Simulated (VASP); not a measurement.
# HfSiO4 (F-43m) in VASP: single point with PBE

Aim: the single point of HfSiO4 with PBE.

Program: VASP 6.6.1. These are calculated values, not measurements. Logs are shortened: lines on timing, memory, paths and dates and some standing lists are left out, and cuts for length are marked.

### 1 The cell of the first run

Symmetry: F-43m, No. 216, cubic system. The conventional cell has a = 6.576 Å, b = 6.576 Å, c = 6.576 Å, α = 90.00°, β = 90.00°, γ = 90.00°. Within 3.6 Å of Hf (site symmetry -43m) lie 12 O at 2.72 Å and 4 Si at 2.85 Å. Si (site symmetry -43m) has 12 O at 2.73 Å and 4 Hf at 2.85 Å within 3.6 Å. O (site symmetry 3m) has 6 O at 2.31 to 2.34 Å and 3 Hf at 2.72 Å and 3 Si at 2.73 Å within 3.1 Å.

### 2 Single point, PBE

File INCAR:

```
SYSTEM = HfSiO4
PREC = Accurate
ENCUT = 520
EDIFF = 1E-6
ISMEAR = 0
SIGMA = 0.1
LREAL = .FALSE.
LASPH = .TRUE.
NELM = 80
ALGO = Normal
ISIF = 2
LWAVE = .FALSE.
LCHARG = .TRUE.
GGA = PE
LELF = .TRUE.
LVHAR = .TRUE.
NBANDS = 28
```

File KPOINTS:

```
regular mesh
0
G
  4 4 4
  0 0 0
```

File POSCAR:

```
HfSiO4
1.0
    0.0000000000      3.2878825000      3.2878825000
    3.2878825000      0.0000000000      3.2878825000
    3.2878825000      3.2878825000      0.0000000000
Hf Si O
1 1 4
Direct
    0.2500000000      0.2500000000      0.2500000000
    0.0000000000      0.0000000000      0.0000000000
    0.6242907000      0.1271278900      0.6242907000
    0.6242907000      0.6242907000      0.1271278900
    0.6242907000      0.6242907000      0.6242907000
    0.1271278900      0.6242907000      0.6242907000
```

Potentials or basis: VASP PAW PBE potentials, release 64 (Hf_pv, Si, O).

On the command line:

```
$ cat potpaw_PBE.64/Hf_pv/POTCAR potpaw_PBE.64/Si/POTCAR potpaw_PBE.64/O/POTCAR > POTCAR
$ mpirun -np 1 vasp_std > vasp.out
```

OUTCAR:

```text
SYSTEM = HfSiO4
   PREC = Accurate
   ENCUT = 520
   EDIFF = 1E-6
   ISMEAR = 0
   LREAL = .FALSE.
   LASPH = .TRUE.
   NELM = 80
   ISIF = 2
   GGA = PE

 ion  position               nearest neighbor table
   1  0.250  0.250  0.250-   3 2.72   4 2.72   6 2.72   5 2.72   5 2.72   5 2.72   4 2.72   3 2.72
                             6 2.72   3 2.72   4 2.72   6 2.72   2 2.85   2 2.85   2 2.85   2 2.85
   2  0.000  0.000  0.000-   1 2.85   1 2.85   1 2.85   1 2.85
   3  0.624  0.127  0.624-   1 2.72   1 2.72   1 2.72
   4  0.624  0.624  0.127-   1 2.72   1 2.72   1 2.72
   5  0.624  0.624  0.624-   1 2.72   1 2.72   1 2.72
   6  0.127  0.624  0.624-   1 2.72   1 2.72   1 2.72

  LATTYP: Found a face centered cubic cell.
 ALAT       =     6.5757650000

  Lattice vectors:

 A1 = (   0.0000000000,   3.2878825000,   3.2878825000)
 A2 = (   3.2878825000,   0.0000000000,   3.2878825000)
 A3 = (   3.2878825000,   3.2878825000,   0.0000000000)

Analysis of symmetry for initial positions (statically):
=====================================================================
 Subroutine PRICEL returns:
 Original cell was already a primitive cell.

 Routine SETGRP: Setting up the symmetry group for a
 face centered cubic supercell.

 Subroutine GETGRP returns: Found 24 space group operations
 (whereof 24 operations were pure point group operations)
 out of a pool of 48 trial point group operations.

The static configuration has the point symmetry T_d .

Analysis of symmetry for dynamics (positions and initial velocities):
=====================================================================
 Subroutine PRICEL returns:
 Original cell was already a primitive cell.

 Routine SETGRP: Setting up the symmetry group for a
 face centered cubic supercell.

 Subroutine GETGRP returns: Found 24 space group operations
 (whereof 24 operations were pure point group operations)
 out of a pool of 48 trial point group operations.

The dynamic configuration has the point symmetry T_d .

 Subroutine INISYM returns: Found 24 space group operations
 (whereof 24 operations are pure point group operations),
 and found     1 'primitive' translations

----------------------------------------------------------------------------------------

                                     Primitive cell

  volume of cell :      71.0851

  direct lattice vectors                    reciprocal lattice vectors
     0.000000000  3.287882500  3.287882500    -0.152073561  0.152073561  0.152073561
     3.287882500  0.000000000  3.287882500     0.152073561 -0.152073561  0.152073561
     3.287882500  3.287882500  0.000000000     0.152073561  0.152073561 -0.152073561

  length of vectors
     4.649768023  4.649768023  4.649768023     0.263399134  0.263399134  0.263399134

  position of ions in fractional coordinates (direct lattice)
     0.250000000  0.250000000  0.250000000
     0.000000000  0.000000000  0.000000000
     0.624290700  0.127127890  0.624290700
     0.624290700  0.624290700  0.127127890
     0.624290700  0.624290700  0.624290700
     0.127127890  0.624290700  0.624290700

  ion indices of the primitive-cell ions
   primitive index   ion index
                 1           1
                 2           2
                 3           3
                 4           4
                 5           5
                 6           6

----------------------------------------------------------------------------------------

 KPOINTS: regular mesh

Automatic generation of k-mesh.
 Grid dimensions read from file:
 generate k-points for:    4    4    4

 Generating k-lattice:

  Cartesian coordinates                     Fractional coordinates (reciprocal lattice)
    -0.038018390  0.038018390  0.038018390     0.250000000  0.000000000  0.000000000
     0.038018390 -0.038018390  0.038018390     0.000000000  0.250000000  0.000000000
     0.038018390  0.038018390 -0.038018390     0.000000000  0.000000000  0.250000000

  Length of vectors
     0.065849784  0.065849784  0.065849784

  Shift w.r.t. Gamma in fractional coordinates (k-lattice)
     0.000000000  0.000000000  0.000000000

 Subroutine IBZKPT returns following result:
 ===========================================

 Found      8 irreducible k-points:

 Following reciprocal coordinates:
            Coordinates               Weight
  0.000000  0.000000  0.000000      1.000000
  0.250000  0.000000  0.000000      8.000000
  0.500000  0.000000  0.000000      4.000000
  0.250000  0.250000  0.000000      6.000000
  0.500000  0.250000  0.000000     24.000000
 -0.250000  0.250000  0.000000     12.000000
  0.500000  0.500000  0.000000      3.000000
 -0.250000  0.500000  0.250000      6.000000
   k-points           NKPTS =      8   k-points in BZ     NKDIM =      8   number of bands    NBANDS=     28
   number of dos      NEDOS =    301   number of ions     NIONS =      6
   total plane-waves  NPLWV =  46656
   dimension x,y,z NGX =    36 NGY =   36 NGZ =   36
   dimension x,y,z NGXF=    72 NGYF=   72 NGZF=   72
   ions per type =               1   1   4
   NGX,Y,Z   is equivalent  to a cutoff of  12.87, 12.87, 12.87 a.u.
   NGXF,Y,Z  is equivalent  to a cutoff of  25.74, 25.74, 25.74 a.u.
 SYSTEM =  HfSiO4
   PREC   = accura    normal or accurate (medium, high low for compatibility)
   ISTART =      0    job   : 0-new  1-cont  2-samecut
   ICHARG =      2    charge: 1-file 2-atom 10-const
   ISPIN  =      1    spin polarized calculation?
   LNONCOLLINEAR =      F non collinear calculations
   LSORBIT =      F    spin-orbit coupling
   LASPH  =      T    aspherical Exc in radial PAW
   ENCUT  =  520.0 eV  38.22 Ry    6.18 a.u.   8.65  8.65  8.65*2*pi/ulx,y,z
   NELM   =     80;   NELMIN=  2; NELMDL= -5     # of ELM steps
   EDIFF  = 0.1E-05   stopping-criterion for ELM
   LREAL  =      F    real-space projection
   EDIFFG = 0.1E-04   stopping-criterion for IOM
   NSW    =      0    number of steps for IOM
   IBRION =     -1    ionic relax: 0-MD 1-quasi-New 2-CG
   NFREE  =      0    steps in history (QN), initial steepest desc. (CG)
   ISIF   =      2    stress and relaxation
   ISYM   =      2    0-nonsym 1-usesym 2-fastsym
   POTIM  = 0.5000    time-step for ionic-motion
   TEBEG  =    0.0;   TEEND  =   0.0 temperature during run
   PSTRESS=    0.0 pullay stress
   NELECT =      38.0000    total number of electrons
   NUPDOWN=      -1.0000    fix difference up-down
   EMIN   =  10.00;   EMAX   =-10.00  energy-range for DOS
   EFERMI =   0.00;   METHOD = LEGACY
   ISMEAR =     0;   SIGMA  =   0.10  broadening in eV -4-tet -1-fermi 0-gaus
   EFERMI_NEDOS =   21; number of points for ismear=-14 and -15
   IALGO  =     38    algorithm
   IMIX   =      4    mixing-type and parameters
     AMIX     =   0.40;   BMIX     =  1.00
     AMIX_MAG =   1.60;   BMIX_MAG =  1.00
  volume/ion in A,a.u.               =      11.85        79.95
  Fermi-wavevector in a.u.,A,eV,Ry     =   1.328647  2.510780 24.018418  1.765304
  Thomas-Fermi vector in A             =   2.457869
   LORBIT       =      0    0 simple, 1 ext, 2 COOP (PROOUT), +10 PAW based schemes
   GGA     = PE    functional components
   LHFCALC =     F    Hartree Fock is set to
   AEXX    =    0.0000 exact exchange contribution
   IVDW    =     0    specifies the selected vdW correction
   LEPSILON=     F    determine dielectric tensor
   LRPA    =     F    only Hartree local field effects (RPA)
 non-spin polarized calculation
 Gauss-broadening in eV      SIGMA  =   0.10
  energy-cutoff  :      520.00
  volume of cell :       71.09
 maximum number of plane-waves:      1924
 NGX is ok and might be reduce to    36
   NGX = 17   NGY = 17   NGZ = 17

 number of electron      37.9999989 magnetization

 Free energy of the ion-electron system (eV)
  ---------------------------------------------------
  ext. energy  EPLUGINS =         0.00000000
  ---------------------------------------------------
  free energy    TOTEN  =       -32.66091171 eV

  energy without entropy =      -32.62871742  energy(sigma->0) =      -32.64481456

 E-fermi :   4.8254     XC(G=0): -11.3600

 val. band max:        4.7547929977   @ k =   0.2500   0.2500   0.0000
 cond. band min:       4.8629311937   @ k =  -0.2500   0.5000   0.2500
 fundamental gap:      0.1081381960
 Fermi energy:         4.8253662203

 k-point     1 :       0.0000    0.0000    0.0000
  band No.  band energies     occupation
      1     -27.4316      2.00000
      2     -27.4316      2.00000
      3     -27.4316      2.00000
      4     -14.6202      2.00000
      5     -11.6684      2.00000
      6     -11.6684      2.00000
[... 20 lines left out ...]
     27       9.8250      0.00000
     28       9.8250      0.00000

 k-point     2 :       0.2500    0.0000    0.0000
  band No.  band energies     occupation
      1     -27.4408      2.00000
      2     -27.4327      2.00000
      3     -27.4327      2.00000
      4     -14.3222      2.00000
      5     -12.0897      2.00000
      6     -11.6934      2.00000
[... 20 lines left out ...]
     27      10.0003      0.00000
     28      10.0003      0.00000

 k-point     3 :       0.5000    0.0000    0.0000
  band No.  band energies     occupation
      1     -27.4499      2.00000
      2     -27.4338      2.00000
      3     -27.4338      2.00000
      4     -13.8627      2.00000
      5     -12.6653      2.00000
      6     -11.7181      2.00000
[... 20 lines left out ...]
     27      10.1696      0.00000
     28      10.1696      0.00000

 k-point     4 :       0.2500    0.2500    0.0000
  band No.  band energies     occupation
      1     -27.4403      2.00000
      2     -27.4348      2.00000
      3     -27.4348      2.00000
      4     -14.2199      2.00000
      5     -12.2130      2.00000
      6     -11.7037      2.00000
[... 20 lines left out ...]
     27      10.0937      0.00000
     28      10.0937      0.00000

 k-point     5 :       0.5000    0.2500    0.0000
  band No.  band energies     occupation
      1     -27.4466      2.00000
      2     -27.4386      2.00000
      3     -27.4360      2.00000
      4     -13.7128      2.00000
      5     -12.7893      2.00000
      6     -11.7671      2.00000
[... 20 lines left out ...]
     27       9.3357      0.00000
     28       9.9460      0.00000

 k-point     6 :      -0.2500    0.2500    0.0000
  band No.  band energies     occupation
      1     -27.4446      2.00000
      2     -27.4390      2.00000
      3     -27.4338      2.00000
      4     -13.9119      2.00000
      5     -12.5603      2.00000
      6     -11.7674      2.00000
[... 20 lines left out ...]
     27       9.4082      0.00000
     28       9.8460      0.00000

 k-point     7 :       0.5000    0.5000    0.0000
  band No.  band energies     occupation
      1     -27.4486      2.00000
      2     -27.4381      2.00000
      3     -27.4381      2.00000
      4     -13.2987      2.00000
      5     -13.2456      2.00000
      6     -11.7362      2.00000
[... 20 lines left out ...]
     27       9.6883      0.00000
     28       9.6883      0.00000

 k-point     8 :      -0.2500    0.5000    0.2500
  band No.  band energies     occupation
      1     -27.4441      2.00000
      2     -27.4426      2.00000
      3     -27.4382      2.00000
      4     -13.2936      2.00000
      5     -13.2073      2.00000
      6     -11.7892      2.00000
[... 20 lines left out ...]
     27       8.5146      0.00000
     28       9.8683      0.00000

------------------------ aborting loop because EDIFF is reached ----------------------------------------

  FORCE on cell =-STRESS in cart. coord.  units (eV):
  Direction    XX          YY          ZZ          XY          YZ          ZX
  --------------------------------------------------------------------------------------
  -------------------------------------------------------------------------------------
  Total       -6.9649870     -6.9649870     -6.9649870      0.0000000     -0.0000000      0.0000000
  in kB     -156.9827856   -156.9827856   -156.9827856      0.0000000     -0.0000000      0.0000000
  external PRESSURE =    -156.9827856 kB  Pullay stress =       0.0000000 kB

 VOLUME and BASIS-vectors are now :
 -----------------------------------------------------------------------------
  energy-cutoff  :      520.00
  volume of cell :       71.09
      direct lattice vectors                 reciprocal lattice vectors
     0.000000000  3.287882500  3.287882500    -0.152073561  0.152073561  0.152073561
     3.287882500  0.000000000  3.287882500     0.152073561 -0.152073561  0.152073561
     3.287882500  3.287882500  0.000000000     0.152073561  0.152073561 -0.152073561

 POSITION                                       TOTAL-FORCE (eV/Angst)
 -----------------------------------------------------------------------------------
      1.64394      1.64394      1.64394         0.000000      0.000000      0.000000
      0.00000      0.00000      0.00000         0.000000      0.000000      0.000000
      2.47058      4.10519      2.47058         0.081383     -0.081383      0.081383
      2.47058      2.47058      4.10519         0.081383      0.081383     -0.081383
      4.10519      4.10519      4.10519        -0.081383     -0.081383     -0.081383
      4.10519      2.47058      2.47058        -0.081383      0.081383      0.081383
 -----------------------------------------------------------------------------------
    total drift:                                0.000079      0.000079      0.000079

  FREE ENERGIE OF THE ION-ELECTRON SYSTEM (eV)
  ---------------------------------------------------
  free  energy   TOTEN  =       -32.6609117058 eV

  energy  without entropy=      -32.6287174169  energy(sigma->0) =      -32.64481456
```

Run time: 72 s. Hardware: 1 thread of AMD EPYC 7R13, shared host; peak memory 0.18 GiB.

Results:

```
Free energy            : -32.6609 eV
Pressure               : -15.7 GPa
Largest force          : 0.141 eV/Å
Band gap on the k mesh : zero (band 19 reaches 5.24 eV, above the bottom of band 20 at 4.54 eV)
```

Forces in eV/Å, atoms in the order of the input:
```
Hf   0.000  0.000  0.000
Si   0.000  0.000  0.000
O    0.081 -0.081  0.081
O    0.081  0.081 -0.081
O   -0.081 -0.081 -0.081
O   -0.081  0.081  0.081
```

Caveat: the k points lie up to 0.41 Å⁻¹ apart; spin-orbit coupling is left out, which moves the levels of the heavy elements.
